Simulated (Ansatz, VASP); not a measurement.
## One calculation of Cd, two programs

```
Cd
1.0
     1.75411    1.01273    2.26513
    -1.75411    1.01273    2.26513
     0.00000   -2.02547    2.26513
Cd
1
Direct
  0.00000 0.00000 0.00000
```

Alike in both runs: task single point; functional PBE; k mesh 15 × 15 × 15; occupations gaussian, width 0.1 eV; no spin polarisation.

|  | VASP | Ansatz |
| --- | --- | --- |
| version | VASP 6.6.1 | Ansatz 0.2.0 |
| potentials or method | VASP PAW PBE potentials, release 64 (Cd), cutoff 520 eV | scalar-relativistic, plane waves, PAW |
| valence electrons in the cell | 12 | 20 |

```csv
,VASP,Ansatz,Ansatz less VASP
gap on the k mesh at the Fermi level (eV),none,none,-
pressure (GPa),-0.1,-0.3,-0.24
"traceless stress, the component that is largest in VASP (GPa)",2.11,2.03,-0.078
```

A gap of «none» marks a metal or a gap that the smearing closes. With one functional, cell and mesh, what is left measures potentials, basis and numerics. VASP's potentials hold 12 valence electrons a cell and Ansatz's 20, so a difference there can come from the potentials and not from the codes.
